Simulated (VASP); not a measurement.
# RbRhI4 (R-3m) in VASP: single point with r2SCAN+rVV10

Aim: the single point of RbRhI4 with r2SCAN+rVV10.

All numbers are computed with VASP 6.6.1; they aren't measurements. Logs are shortened: lines on timing, memory, paths and dates and some standing lists are left out, and cuts for length are marked.

**1. The cell of the first run**

The structure is trigonal, space group R-3m (No. 166). Conventional cell: a = 5.386 Å, b = 5.386 Å, c = 26.437 Å, α = 90.00°, β = 90.00°, γ = 120.00°. Within 4.7 Å of Rb (site symmetry -3m) lie 8 I at 3.57 to 4.40 Å. Within 3.5 Å of Rh (site symmetry -3m) lie 8 I at 2.65 to 3.11 Å. Within 3.6 Å of I (site symmetry 3m) lie 1 Rh at 2.65 Å and 3 Rb at 3.57 Å. Within 4.1 Å of I (site symmetry 3m) lie 3 Rh at 3.11 Å and 9 I at 3.11 to 4.09 Å.

**2. Single point, r2SCAN+rVV10**

POSCAR reads:

```
RbRhI4
1.0
    2.6930443513      1.5548298811      8.8122082427
   -2.6930443513      1.5548298811      8.8122082427
    0.0000000000     -3.1096597623      8.8122082427
Rb Rh I
1 1 4
Direct
    0.0000000000      0.0000000000      0.0000000000
    0.5000000000      0.5000000000      0.5000000000
    0.6000794288      0.6000794288      0.6000794288
    0.8335456729      0.8335456729      0.8335456729
    0.1664543271      0.1664543271      0.1664543271
    0.3999205712      0.3999205712      0.3999205712
```

INCAR.step1 reads:

```
ALGO = Normal
EDIFF = 1E-4
ENCUT = 520
GGA = PE
ISMEAR = -1
LASPH = T
LCHARG = F
LREAL = F
LWAVE = T
NBANDS = 35
NELM = 100
PREC = Accurate
SIGMA = 0.03
```

INCAR.step2 reads:

```
ALGO = Normal
BPARAM = 11.95
CPARAM = 0.0093
EDIFF = 1E-6
ENCUT = 520
ISIF = 2
ISMEAR = -1
ISTART = 1
IVDW_NL = 2
LASPH = T
LCHARG = F
LMIXTAU = T
LREAL = F
LUSE_VDW = T
LWAVE = F
METAGGA = R2SCAN
NBANDS = 35
NELM = 100
PREC = Accurate
SIGMA = 0.03
```

KPOINTS reads:

```
k-points
0
Gamma
  6 6 6
```

Potentials or basis: VASP PAW PBE potentials, release 64 (Rb_sv, Rh_pv, I).

Command:

```
> cat potpaw_PBE.64/Rb_sv/POTCAR potpaw_PBE.64/Rh_pv/POTCAR potpaw_PBE.64/I/POTCAR > POTCAR
> cp INCAR.step1 INCAR
> mpirun -np 1 vasp_std > vasp.out
> cp INCAR.step2 INCAR
> mpirun -np 1 vasp_std > vasp.out
```

OUTCAR:

```text
BPARAM = 11.95
   EDIFF = 1E-6
   ENCUT = 520
   ISIF = 2
   ISMEAR = -1
   ISTART = 1
   IVDW_NL = 2
   LASPH = T
   LREAL = F
   METAGGA = R2SCAN
   NELM = 100
   PREC = Accurate

 ion  position               nearest neighbor table
   1  0.000  0.000  0.000-   3 3.57   6 3.57   3 3.57   3 3.57   6 3.57   6 3.57   5 4.40   4 4.40

   2  0.500  0.500  0.500-   3 2.65   6 2.65   5 3.11   4 3.11   5 3.11   5 3.11   4 3.11   4 3.11

   3  0.600  0.600  0.600-   2 2.65   1 3.57   1 3.57   1 3.57
   4  0.834  0.834  0.834-   2 3.11   2 3.11   2 3.11   5 3.11   5 3.11   5 3.11   1 4.40
   5  0.166  0.166  0.166-   2 3.11   2 3.11   2 3.11   4 3.11   4 3.11   4 3.11   1 4.40
   6  0.400  0.400  0.400-   2 2.65   1 3.57   1 3.57   1 3.57

  LATTYP: Found a trigonal (rhomboedric) cell.
 ALAT       =     9.3447845320
 COS(alpha) =     0.8338966379

  Lattice vectors:

 A1 = (   2.6930443513,   1.5548298811,   8.8122082427)
 A2 = (  -2.6930443513,   1.5548298811,   8.8122082427)
 A3 = (   0.0000000000,  -3.1096597623,   8.8122082427)

Analysis of symmetry for initial positions (statically):
=====================================================================
 Subroutine PRICEL returns:
 Original cell was already a primitive cell.

 Routine SETGRP: Setting up the symmetry group for a
 trigonal (rhombohedral) supercell.

 Subroutine GETGRP returns: Found 12 space group operations
 (whereof 12 operations were pure point group operations)
 out of a pool of 12 trial point group operations.

The static configuration has the point symmetry D_3d.

Analysis of symmetry for dynamics (positions and initial velocities):
=====================================================================
 Subroutine PRICEL returns:
 Original cell was already a primitive cell.

 Routine SETGRP: Setting up the symmetry group for a
 trigonal (rhombohedral) supercell.

 Subroutine GETGRP returns: Found 12 space group operations
 (whereof 12 operations were pure point group operations)
 out of a pool of 12 trial point group operations.

The dynamic configuration has the point symmetry D_3d.

 Subroutine INISYM returns: Found 12 space group operations
 (whereof 12 operations are pure point group operations),
 and found     1 'primitive' translations

----------------------------------------------------------------------------------------

                                     Primitive cell

  volume of cell :     221.3922

  direct lattice vectors                    reciprocal lattice vectors
     2.693044351  1.554829881  8.812208243     0.185663485  0.107192863  0.037826311
    -2.693044351  1.554829881  8.812208243    -0.185663485  0.107192863  0.037826311
     0.000000000 -3.109659762  8.812208243     0.000000000 -0.214385726  0.037826311

  length of vectors
     9.344784532  9.344784532  9.344784532     0.217697197  0.217697197  0.217697197

  position of ions in fractional coordinates (direct lattice)
     0.000000000  0.000000000  0.000000000
     0.500000000  0.500000000  0.500000000
     0.600079429  0.600079429  0.600079429
     0.833545673  0.833545673  0.833545673
     0.166454327  0.166454327  0.166454327
     0.399920571  0.399920571  0.399920571

  ion indices of the primitive-cell ions
   primitive index   ion index
                 1           1
                 2           2
                 3           3
                 4           4
                 5           5
                 6           6

----------------------------------------------------------------------------------------

 KPOINTS: k-points

Automatic generation of k-mesh.
 Grid dimensions read from file:
 generate k-points for:    6    6    6

 Generating k-lattice:

  Cartesian coordinates                     Fractional coordinates (reciprocal lattice)
     0.030943914  0.017865477  0.006304385     0.166666667  0.000000000  0.000000000
    -0.030943914  0.017865477  0.006304385     0.000000000  0.166666667  0.000000000
     0.000000000 -0.035730954  0.006304385     0.000000000  0.000000000  0.166666667

  Length of vectors
     0.036282866  0.036282866  0.036282866

  Shift w.r.t. Gamma in fractional coordinates (k-lattice)
     0.000000000  0.000000000  0.000000000

 Subroutine IBZKPT returns following result:
 ===========================================

 Found     32 irreducible k-points:

 Following reciprocal coordinates:
            Coordinates               Weight
  0.000000  0.000000  0.000000      1.000000
  0.166667  0.000000  0.000000      6.000000
  0.333333  0.000000  0.000000      6.000000
  0.500000  0.000000  0.000000      3.000000
  0.166667  0.166667  0.000000      6.000000
  0.333333  0.166667 -0.000000     12.000000
[... 16 lines left out ...]
  0.500000  0.500000  0.166667      6.000000
 -0.333333  0.500000  0.166667     12.000000
 [... further k-points ...]
   k-points           NKPTS =     32   k-points in BZ     NKDIM =     32   number of bands    NBANDS=     35
   number of dos      NEDOS =    301   number of ions     NIONS =      6
   total plane-waves  NPLWV = 343000
   dimension x,y,z NGX =    70 NGY =   70 NGZ =   70
   dimension x,y,z NGXF=   140 NGYF=  140 NGZF=  140
   ions per type =               1   1   4
   NGX,Y,Z   is equivalent  to a cutoff of  12.45, 12.45, 12.45 a.u.
   NGXF,Y,Z  is equivalent  to a cutoff of  24.91, 24.91, 24.91 a.u.
 SYSTEM =  unknown system
   PREC   = accura    normal or accurate (medium, high low for compatibility)
   ISTART =      1    job   : 0-new  1-cont  2-samecut
   ICHARG =      0    charge: 1-file 2-atom 10-const
   ISPIN  =      1    spin polarized calculation?
   LNONCOLLINEAR =      F non collinear calculations
   LSORBIT =      F    spin-orbit coupling
   LASPH  =      T    aspherical Exc in radial PAW
   ENCUT  =  520.0 eV  38.22 Ry    6.18 a.u.  17.38 17.38 17.38*2*pi/ulx,y,z
   NELM   =    100;   NELMIN=  2; NELMDL=  0     # of ELM steps
   EDIFF  = 0.1E-05   stopping-criterion for ELM
   LREAL  =      F    real-space projection
   EDIFFG = 0.1E-04   stopping-criterion for IOM
   NSW    =      0    number of steps for IOM
   IBRION =     -1    ionic relax: 0-MD 1-quasi-New 2-CG
   NFREE  =      0    steps in history (QN), initial steepest desc. (CG)
   ISIF   =      2    stress and relaxation
   ISYM   =      2    0-nonsym 1-usesym 2-fastsym
   POTIM  = 0.5000    time-step for ionic-motion
   TEBEG  =    0.0;   TEEND  =   0.0 temperature during run
   PSTRESS=    0.0 pullay stress
   NELECT =      52.0000    total number of electrons
   NUPDOWN=      -1.0000    fix difference up-down
   EMIN   =  10.00;   EMAX   =-10.00  energy-range for DOS
   EFERMI =   0.00;   METHOD = LEGACY
   ISMEAR =    -1;   SIGMA  =   0.03  broadening in eV -4-tet -1-fermi 0-gaus
   EFERMI_NEDOS =   21; number of points for ismear=-14 and -15
   IALGO  =     38    algorithm
   IMIX   =      4    mixing-type and parameters
     AMIX     =   0.40;   BMIX     =  1.00
     AMIX_MAG =   1.60;   BMIX_MAG =  1.00
  volume/ion in A,a.u.               =      36.90       249.00
  Fermi-wavevector in a.u.,A,eV,Ry     =   1.010079  1.908772 13.881462  1.020259
  Thomas-Fermi vector in A             =   2.143046
   LORBIT       =      0    0 simple, 1 ext, 2 COOP (PROOUT), +10 PAW based schemes
   METAGGA = R2SCAN    functional components
   LHFCALC =     F    Hartree Fock is set to
   AEXX    =    0.0000 exact exchange contribution
   IVDW_NL    =     2    kernel type
   BPARAM     =11.9500
   IVDW    =     0    specifies the selected vdW correction
   LEPSILON=     F    determine dielectric tensor
   LRPA    =     F    only Hartree local field effects (RPA)
 non-spin polarized calculation
  energy-cutoff  :      520.00
  volume of cell :      221.39
 maximum number of plane-waves:      5984
 NGX is ok and might be reduce to    70
   NGX = 35   NGY = 35   NGZ = 35

 number of electron      52.0000001 magnetization

 Free energy of the ion-electron system (eV)
  ---------------------------------------------------
  ext. energy  EPLUGINS =         0.00000000
  ---------------------------------------------------
  free energy    TOTEN  =      -137.42402930 eV

  energy without entropy =     -137.41728273  energy(sigma->0) =     -137.42065602

 E-fermi :   2.8215     XC(G=0):  -8.8250

 val. band max:        2.8093259467   @ k =   0.0000   0.0000   0.0000
 cond. band min:       2.8637236169   @ k =   0.1667   0.1667   0.1667
 fundamental gap:      0.0543976703
 Fermi energy:         2.8215373343

 k-point     1 :       0.0000    0.0000    0.0000
  band No.  band energies     occupation
      1     -44.1545      2.00000
      2     -44.0123      2.00000
      3     -44.0123      2.00000
      4     -23.9887      2.00000
      5     -11.8772      2.00000
      6      -9.4526      2.00000
[... 27 lines left out ...]
     34       8.9679      0.00000
     35       8.9679      0.00000

 k-point     2 :       0.1667    0.0000    0.0000
  band No.  band energies     occupation
      1     -44.1545      2.00000
      2     -44.0123      2.00000
      3     -44.0123      2.00000
      4     -23.9882      2.00000
      5     -11.7439      2.00000
      6      -9.4781      2.00000
[... 27 lines left out ...]
     34       9.3070      0.00000
     35       9.5346      0.00000

 k-point     3 :       0.3333    0.0000    0.0000
  band No.  band energies     occupation
      1     -44.1545      2.00000
      2     -44.0124      2.00000
      3     -44.0123      2.00000
      4     -23.9873      2.00000
      5     -11.3811      2.00000
      6      -9.8416      2.00000
[... 27 lines left out ...]
     34       9.5121      0.00000
     35       9.6516      0.00000
[... 723 lines left out ...]
 k-point    23 :       0.5000    0.5000    0.1667
  band No.  band energies     occupation
      1     -44.1545      2.00000
      2     -44.0124      2.00000
      3     -44.0123      2.00000
      4     -23.9873      2.00000
      5     -11.3813      2.00000
      6      -9.8355      2.00000
[... 27 lines left out ...]
     34       9.3499      0.00000
     35       9.4329      0.00000

 k-point    24 :      -0.3333    0.5000    0.1667
  band No.  band energies     occupation
      1     -44.1545      2.00000
      2     -44.0124      2.00000
      3     -44.0124      2.00000
      4     -23.9868      2.00000
      5     -11.0765      2.00000
      6     -10.2165      2.00000
[... 27 lines left out ...]
     34       9.6367      0.00000
     35      10.1155      0.00000

 [... further k-points ...]
[... 5 lines left out ...]
  --------------------------------------------------------------------------------------
  -------------------------------------------------------------------------------------
  Total        0.2487653      0.2487653      0.1637207      0.0000000     -0.0000000     -0.0000000
  in kB        1.8002717      1.8002717      1.1848187      0.0000000     -0.0000000     -0.0000000
  external PRESSURE =       1.5951207 kB  Pullay stress =       0.0000000 kB

 VOLUME and BASIS-vectors are now :
 -----------------------------------------------------------------------------
  energy-cutoff  :      520.00
  volume of cell :      221.39
      direct lattice vectors                 reciprocal lattice vectors
     2.693044351  1.554829881  8.812208243     0.185663485  0.107192863  0.037826311
    -2.693044351  1.554829881  8.812208243    -0.185663485  0.107192863  0.037826311
     0.000000000 -3.109659762  8.812208243     0.000000000 -0.214385726  0.037826311

 POSITION                                       TOTAL-FORCE (eV/Angst)
 -----------------------------------------------------------------------------------
      0.00000      0.00000      0.00000         0.000000      0.000000     -0.000000
      0.00000     -0.00000     13.21831         0.000000      0.000000     -0.000000
      0.00000     -0.00000     15.86407         0.000000     -0.000000      0.010315
      0.00000     -0.00000     22.03613         0.000000     -0.000000      0.000839
      0.00000     -0.00000      4.40049         0.000000      0.000000     -0.000839
      0.00000     -0.00000     10.57255         0.000000      0.000000     -0.010315
 -----------------------------------------------------------------------------------
    total drift:                               -0.000000     -0.000000      0.000000

  FREE ENERGIE OF THE ION-ELECTRON SYSTEM (eV)
  ---------------------------------------------------
  free  energy   TOTEN  =      -137.4240293030 eV

  energy  without entropy=     -137.4172827347  energy(sigma->0) =     -137.42065602
```

Wall time 63 min (1 thread of Intel Xeon Platinum 8259CL at 2.50GHz (Skylake/Cascade Lake), shared host); peak memory 2.1 GiB.

Results:

```yaml
Free_energy: -137.4240 eV
Pressure: 0.2 GPa
Largest_force: 0.010 eV/Å
Band_gap_on_the_k_mesh: zero (bands 26 and 27 overlap by 0.03 eV)
```

Forces on the atoms (eV/Å):
```
Rb   0.000  0.000  0.000
Rh   0.000  0.000  0.000
I    0.000  0.000  0.010
I    0.000  0.000  0.001
I    0.000  0.000 -0.001
I    0.000  0.000 -0.010
```

Caveat: the PAW data sets were made with another functional, which shifts forces and pressure a little; spin-orbit coupling is left out, which moves the levels of the heavy elements.

The gap in the log of VASP goes by the Fermi energy; the results here count the filled bands.